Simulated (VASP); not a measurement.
Here is a VASP 6.6.1 calculation.

POSCAR

```
Mg3CdS2
1.0
    3.6208567193      0.0000000000      0.0000000000
   -1.8104283597      3.1357539023      0.0000000000
    0.0000000000      0.0000000000     21.5529138625
Mg Cd S
6 2 4
Direct
    0.6666666667      0.3333333333      0.8577108606
    0.0000000000      0.0000000000      0.0000000000
    0.3333333333      0.6666666667      0.1422891394
    0.0000000000      0.0000000000      0.5000000000
    0.3333333333      0.6666666667      0.3577108606
    0.6666666667      0.3333333333      0.6422891394
    0.0000000000      0.0000000000      0.2500000000
    0.0000000000      0.0000000000      0.7500000000
    0.3333333333      0.6666666667      0.9290369348
    0.6666666667      0.3333333333      0.0709630652
    0.3333333333      0.6666666667      0.5709630652
    0.6666666667      0.3333333333      0.4290369348
```

INCAR.step1

```
  ALGO = Normal
  EDIFF = 1E-5
  ENCUT = 660
  GGA = PE
  GGA_COMPAT = False
  ISMEAR = 0
  LASPH = True
  LCHARG = False
  LREAL = False
  LWAVE = True
  NBANDS = 42
  NELM = 120
  PREC = Accurate
  SIGMA = 0.1
```

Contents of INCAR.step2:

```
  ALGO = Normal
  EDIFF = 1E-6
  ENCUT = 660
  GGA_COMPAT = False
  ISIF = 2
  ISMEAR = 0
  ISTART = 1
  LASPH = True
  LCHARG = False
  LMIXTAU = True
  LREAL = False
  LWAVE = False
  METAGGA = R2SCAN
  NBANDS = 42
  NELM = 120
  PREC = Accurate
  SIGMA = 0.1
```

File KPOINTS:

```
k-points
0
Gamma
  12 12 2
```

Potentials or basis: VASP PAW PBE potentials, release 64 (Mg, Cd, S).

Command:

```bash
$ cat potpaw_PBE.64/Mg/POTCAR potpaw_PBE.64/Cd/POTCAR potpaw_PBE.64/S/POTCAR > POTCAR
$ cp INCAR.step1 INCAR
$ mpirun -np 1 vasp_std > vasp.out
$ cp INCAR.step2 INCAR
$ mpirun -np 1 vasp_std > vasp.out
```

Task: Predict the pressure.

Result: -1.4 GPa.

Task: What does it give for the band gap on the k mesh?

Result: Zero (bands 30 and 31 overlap by 0.44 eV).

Task: What does it give for the largest force?

Result: 0.066 eV/Å.

Forces in eV/Å, atoms in the order of the input:
```
Mg   0.000  0.000  0.066
Mg   0.000  0.000  0.000
Mg   0.000  0.000 -0.066
Mg   0.000  0.000  0.000
Mg   0.000  0.000  0.066
Mg   0.000  0.000 -0.066
Cd   0.000  0.000  0.000
Cd   0.000  0.000  0.000
S    0.000  0.000  0.006
S    0.000  0.000 -0.006
S    0.000  0.000 -0.006
S    0.000  0.000  0.006
```

Caveat: semilocal functionals underestimate gaps, and a narrow one can read as zero; the PAW data sets were made with another functional, which shifts forces and pressure a little.
